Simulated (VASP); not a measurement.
# Na3TeH (Pm-3m) in VASP: single point with PBE

Aim: the single point of Na3TeH with PBE.

Everything below comes from runs of VASP 6.6.1. Logs are shortened: lines on timing, memory, paths and dates and some standing lists are left out, and cuts for length are marked.

## Step 1: The cell of the first run

The structure is cubic, space group Pm-3m (No. 221). The conventional cell has a = 4.767 Å, b = 4.767 Å, c = 4.767 Å, α = 90.00°, β = 90.00°, γ = 90.00°. Na (site symmetry 4/mmm) has 2 H at 2.38 Å within 3.1 Å. Te (site symmetry m-3m) has 12 Na at 3.37 Å and 8 H at 4.13 Å within 4.4 Å. H (site symmetry m-3m) has 6 Na at 2.38 Å within 3.1 Å.

## Step 2: Single point, PBE

Input file INCAR:

```
PREC = Accurate
ENCUT = 500
EDIFF = 1E-6
ISMEAR = 0
SIGMA = 0.1
LREAL = False
LASPH = True
NELM = 120
ALGO = Normal
ISIF = 2
LWAVE = False
LCHARG = True
GGA = PE
LELF = True
LVHAR = True
NBANDS = 22
GGA_COMPAT = False
```

Input file KPOINTS:

```
Automatic mesh
0
Gamma
  4 4 4
```

Input file POSCAR:

```
Na3TeH
1.0
    4.7671700000      0.0000000000      0.0000000000
    0.0000000000      4.7671700000      0.0000000000
    0.0000000000      0.0000000000      4.7671700000
Na Te H
3 1 1
Direct
    0.5000000000      0.0000000000      0.5000000000
    0.0000000000      0.5000000000      0.5000000000
    0.5000000000      0.5000000000      0.0000000000
    0.0000000000      0.0000000000      0.0000000000
    0.5000000000      0.5000000000      0.5000000000
```

Potentials or basis: VASP PAW PBE potentials, release 64 (Na_pv, Te, H).

Command:

```bash
> cat potpaw_PBE.64/Na_pv/POTCAR potpaw_PBE.64/Te/POTCAR potpaw_PBE.64/H/POTCAR > POTCAR
> mpirun -np 1 vasp_std > vasp.out
```

OUTCAR:

```text
PREC = Accurate
   ENCUT = 500
   EDIFF = 1E-6
   ISMEAR = 0
   LREAL = False
   LASPH = True
   NELM = 120
   ISIF = 2
   GGA = PE

 ion  position               nearest neighbor table
   1  0.500  0.000  0.500-
   2  0.000  0.500  0.500-
   3  0.500  0.500  0.000-
   4  0.000  0.000  0.000-
   5  0.500  0.500  0.500-

  LATTYP: Found a simple cubic cell.
 ALAT       =     4.7671700000

  Lattice vectors:

 A1 = (   4.7671700000,   0.0000000000,   0.0000000000)
 A2 = (   0.0000000000,   4.7671700000,   0.0000000000)
 A3 = (   0.0000000000,   0.0000000000,   4.7671700000)

Analysis of symmetry for initial positions (statically):
=====================================================================
 Subroutine PRICEL returns:
 Original cell was already a primitive cell.

 Routine SETGRP: Setting up the symmetry group for a
 simple cubic supercell.

 Subroutine GETGRP returns: Found 48 space group operations
 (whereof 48 operations were pure point group operations)
 out of a pool of 48 trial point group operations.

The static configuration has the point symmetry O_h .

Analysis of symmetry for dynamics (positions and initial velocities):
=====================================================================
 Subroutine PRICEL returns:
 Original cell was already a primitive cell.

 Routine SETGRP: Setting up the symmetry group for a
 simple cubic supercell.

 Subroutine GETGRP returns: Found 48 space group operations
 (whereof 48 operations were pure point group operations)
 out of a pool of 48 trial point group operations.

The dynamic configuration has the point symmetry O_h .

 Subroutine INISYM returns: Found 48 space group operations
 (whereof 48 operations are pure point group operations),
 and found     1 'primitive' translations

----------------------------------------------------------------------------------------

                                     Primitive cell

  volume of cell :     108.3383

  direct lattice vectors                    reciprocal lattice vectors
     4.767170000  0.000000000  0.000000000     0.209768059  0.000000000  0.000000000
     0.000000000  4.767170000  0.000000000     0.000000000  0.209768059  0.000000000
     0.000000000  0.000000000  4.767170000     0.000000000  0.000000000  0.209768059

  length of vectors
     4.767170000  4.767170000  4.767170000     0.209768059  0.209768059  0.209768059

  position of ions in fractional coordinates (direct lattice)
     0.500000000  0.000000000  0.500000000
     0.000000000  0.500000000  0.500000000
     0.500000000  0.500000000  0.000000000
     0.000000000  0.000000000  0.000000000
     0.500000000  0.500000000  0.500000000

  ion indices of the primitive-cell ions
   primitive index   ion index
                 1           1
                 2           2
                 3           3
                 4           4
                 5           5

----------------------------------------------------------------------------------------

 KPOINTS: Automatic mesh

Automatic generation of k-mesh.
 Grid dimensions read from file:
 generate k-points for:    4    4    4

 Generating k-lattice:

  Cartesian coordinates                     Fractional coordinates (reciprocal lattice)
     0.052442015  0.000000000  0.000000000     0.250000000  0.000000000  0.000000000
     0.000000000  0.052442015  0.000000000     0.000000000  0.250000000  0.000000000
     0.000000000  0.000000000  0.052442015     0.000000000  0.000000000  0.250000000

  Length of vectors
     0.052442015  0.052442015  0.052442015

  Shift w.r.t. Gamma in fractional coordinates (k-lattice)
     0.000000000  0.000000000  0.000000000

 Subroutine IBZKPT returns following result:
 ===========================================

 Found     10 irreducible k-points:

 Following reciprocal coordinates:
            Coordinates               Weight
  0.000000  0.000000  0.000000      1.000000
  0.250000  0.000000  0.000000      6.000000
  0.500000  0.000000  0.000000      3.000000
  0.250000  0.250000  0.000000     12.000000
  0.500000  0.250000  0.000000     12.000000
  0.500000  0.500000  0.000000      3.000000
  0.250000  0.250000  0.250000      8.000000
  0.500000  0.250000  0.250000     12.000000
  0.500000  0.500000  0.250000      6.000000
  0.500000  0.500000  0.500000      1.000000
   k-points           NKPTS =     10   k-points in BZ     NKDIM =     10   number of bands    NBANDS=     22
   number of dos      NEDOS =    301   number of ions     NIONS =      5
   total plane-waves  NPLWV =  46656
   dimension x,y,z NGX =    36 NGY =   36 NGZ =   36
   dimension x,y,z NGXF=    72 NGYF=   72 NGZF=   72
   ions per type =               3   1   1
   NGX,Y,Z   is equivalent  to a cutoff of  12.55, 12.55, 12.55 a.u.
   NGXF,Y,Z  is equivalent  to a cutoff of  25.11, 25.11, 25.11 a.u.
 SYSTEM =  unknown system
   PREC   = accura    normal or accurate (medium, high low for compatibility)
   ISTART =      0    job   : 0-new  1-cont  2-samecut
   ICHARG =      2    charge: 1-file 2-atom 10-const
   ISPIN  =      1    spin polarized calculation?
   LNONCOLLINEAR =      F non collinear calculations
   LSORBIT =      F    spin-orbit coupling
   LASPH  =      T    aspherical Exc in radial PAW
   ENCUT  =  500.0 eV  36.75 Ry    6.06 a.u.   8.69  8.69  8.69*2*pi/ulx,y,z
   NELM   =    120;   NELMIN=  2; NELMDL= -5     # of ELM steps
   EDIFF  = 0.1E-05   stopping-criterion for ELM
   LREAL  =      F    real-space projection
[... 7 lines left out ...]
   TEBEG  =    0.0;   TEEND  =   0.0 temperature during run
   PSTRESS=    0.0 pullay stress
   NELECT =      28.0000    total number of electrons
   NUPDOWN=      -1.0000    fix difference up-down
   EMIN   =  10.00;   EMAX   =-10.00  energy-range for DOS
   EFERMI =   0.00;   METHOD = LEGACY
   ISMEAR =     0;   SIGMA  =   0.10  broadening in eV -4-tet -1-fermi 0-gaus
   EFERMI_NEDOS =   21; number of points for ismear=-14 and -15
   IALGO  =     38    algorithm
   IMIX   =      4    mixing-type and parameters
     AMIX     =   0.40;   BMIX     =  1.00
     AMIX_MAG =   1.60;   BMIX_MAG =  1.00
  volume/ion in A,a.u.               =      21.67       146.22
  Fermi-wavevector in a.u.,A,eV,Ry     =   1.042798  1.970603 14.795352  1.087428
  Thomas-Fermi vector in A             =   2.177479
   LORBIT       =      0    0 simple, 1 ext, 2 COOP (PROOUT), +10 PAW based schemes
   GGA     = PE    functional components
   LHFCALC =     F    Hartree Fock is set to
   AEXX    =    0.0000 exact exchange contribution
   IVDW    =     0    specifies the selected vdW correction
   LEPSILON=     F    determine dielectric tensor
   LRPA    =     F    only Hartree local field effects (RPA)
 non-spin polarized calculation
 Gauss-broadening in eV      SIGMA  =   0.10
  energy-cutoff  :      500.00
  volume of cell :      108.34
 maximum number of plane-waves:      2800
 NGX is ok and might be reduce to    36
   NGX = 17   NGY = 17   NGZ = 17

 number of electron      27.9999982 magnetization

 Free energy of the ion-electron system (eV)
  ---------------------------------------------------
  ext. energy  EPLUGINS =         0.00000000
  ---------------------------------------------------
  free energy    TOTEN  =       -13.65494409 eV

  energy without entropy =      -13.65494409  energy(sigma->0) =      -13.65494409

 E-fermi :   2.0118     XC(G=0):  -8.1467

 val. band max:        1.5053383187   @ k =   0.5000   0.5000   0.0000
 cond. band min:       4.1107214631   @ k =   0.5000   0.0000   0.0000
 fundamental gap:      2.6053831444
 Fermi energy:         2.0118146686

 k-point     1 :       0.0000    0.0000    0.0000
  band No.  band energies     occupation
      1     -21.7905      2.00000
      2     -21.7905      2.00000
      3     -21.7905      2.00000
      4     -21.7551      2.00000
      5     -21.7551      2.00000
      6     -21.7551      2.00000
[... 14 lines left out ...]
     21       9.6833      0.00000
     22       9.6833      0.00000

 k-point     2 :       0.2500    0.0000    0.0000
  band No.  band energies     occupation
      1     -21.7849      2.00000
      2     -21.7849      2.00000
      3     -21.7827      2.00000
      4     -21.7570      2.00000
      5     -21.7570      2.00000
      6     -21.7556      2.00000
[... 14 lines left out ...]
     21      10.0379      0.00000
     22      10.2096      0.00000

 k-point     3 :       0.5000    0.0000    0.0000
  band No.  band energies     occupation
      1     -21.7771      2.00000
      2     -21.7771      2.00000
      3     -21.7693      2.00000
      4     -21.7610      2.00000
      5     -21.7610      2.00000
      6     -21.7562      2.00000
[... 14 lines left out ...]
     21      10.7155      0.00000
     22      10.7183      0.00000

 k-point     4 :       0.2500    0.2500    0.0000
  band No.  band energies     occupation
      1     -21.7888      2.00000
      2     -21.7793      2.00000
      3     -21.7719      2.00000
      4     -21.7664      2.00000
      5     -21.7579      2.00000
      6     -21.7472      2.00000
[... 14 lines left out ...]
     21       8.5956      0.00000
     22      10.3337      0.00000

 k-point     5 :       0.5000    0.2500    0.0000
  band No.  band energies     occupation
      1     -21.7836      2.00000
      2     -21.7776      2.00000
      3     -21.7708      2.00000
      4     -21.7625      2.00000
      5     -21.7609      2.00000
      6     -21.7556      2.00000
[... 14 lines left out ...]
     21       9.4239      0.00000
     22       9.6659      0.00000

 k-point     6 :       0.5000    0.5000    0.0000
  band No.  band energies     occupation
      1     -21.7919      2.00000
      2     -21.7776      2.00000
      3     -21.7624      2.00000
      4     -21.7624      2.00000
      5     -21.7607      2.00000
      6     -21.7607      2.00000
[... 14 lines left out ...]
     21       7.9440      0.00000
     22      11.1800      0.00000

 k-point     7 :       0.2500    0.2500    0.2500
  band No.  band energies     occupation
      1     -21.7944      2.00000
      2     -21.7772      2.00000
      3     -21.7772      2.00000
      4     -21.7616      2.00000
      5     -21.7544      2.00000
      6     -21.7544      2.00000
[... 14 lines left out ...]
     21       9.6181      0.00000
     22      10.5304      0.00000

 k-point     8 :       0.5000    0.2500    0.2500
  band No.  band energies     occupation
      1     -21.7911      2.00000
      2     -21.7846      2.00000
      3     -21.7810      2.00000
      4     -21.7714      2.00000
      5     -21.7529      2.00000
      6     -21.7428      2.00000
[... 14 lines left out ...]
     21      10.6728      0.00000
     22      11.7252      0.00000

 k-point     9 :       0.5000    0.5000    0.2500
  band No.  band energies     occupation
      1     -21.7962      2.00000
      2     -21.7916      2.00000
      3     -21.7825      2.00000
      4     -21.7825      2.00000
      5     -21.7413      2.00000
      6     -21.7413      2.00000
[... 14 lines left out ...]
     21       9.7850      0.00000
     22      12.1533      0.00000

 k-point    10 :       0.5000    0.5000    0.5000
  band No.  band energies     occupation
      1     -21.8083      2.00000
      2     -21.7913      2.00000
      3     -21.7913      2.00000
      4     -21.7913      2.00000
      5     -21.7332      2.00000
      6     -21.7332      2.00000
[... 14 lines left out ...]
     21      11.2742      0.00000
     22      12.6746      0.00000

------------------------ aborting loop because EDIFF is reached ----------------------------------------

  FORCE on cell =-STRESS in cart. coord.  units (eV):
  Direction    XX          YY          ZZ          XY          YZ          ZX
  --------------------------------------------------------------------------------------
  -------------------------------------------------------------------------------------
  Total       -0.0629682     -0.0629682     -0.0629682      0.0000000      0.0000000     -0.0000000
  in kB       -0.9312155     -0.9312155     -0.9312155      0.0000000      0.0000000     -0.0000000
  external PRESSURE =      -0.9312155 kB  Pullay stress =       0.0000000 kB

 VOLUME and BASIS-vectors are now :
 -----------------------------------------------------------------------------
  energy-cutoff  :      500.00
  volume of cell :      108.34
      direct lattice vectors                 reciprocal lattice vectors
     4.767170000  0.000000000  0.000000000     0.209768059  0.000000000  0.000000000
     0.000000000  4.767170000  0.000000000     0.000000000  0.209768059  0.000000000
     0.000000000  0.000000000  4.767170000     0.000000000  0.000000000  0.209768059

 POSITION                                       TOTAL-FORCE (eV/Angst)
 -----------------------------------------------------------------------------------
      2.38359      0.00000      2.38359         0.000000      0.000000      0.000000
      0.00000      2.38359      2.38359         0.000000      0.000000      0.000000
      2.38359      2.38359      0.00000         0.000000      0.000000      0.000000
      0.00000      0.00000      0.00000         0.000000      0.000000      0.000000
      2.38359      2.38359      2.38359         0.000000      0.000000      0.000000
 -----------------------------------------------------------------------------------
    total drift:                                0.000000      0.000000      0.000000

  FREE ENERGIE OF THE ION-ELECTRON SYSTEM (eV)
  ---------------------------------------------------
  free  energy   TOTEN  =       -13.6549440912 eV

  energy  without entropy=      -13.6549440912  energy(sigma->0) =      -13.65494409
```

Wall time 8.7 s (1 thread of Intel Xeon 6975P-C (Granite Rapids), shared host); peak memory 0.21 GiB.

Results:

| Property | Result |
| --- | --- |
| Free energy | -13.6549 eV |
| Pressure | -0.1 GPa |
| Band gap on the k mesh | 2.61 eV (least direct gap 2.79 eV) |

Caveat: spin-orbit coupling is left out, which moves the levels of the heavy elements. A k mesh can miss the band edges.
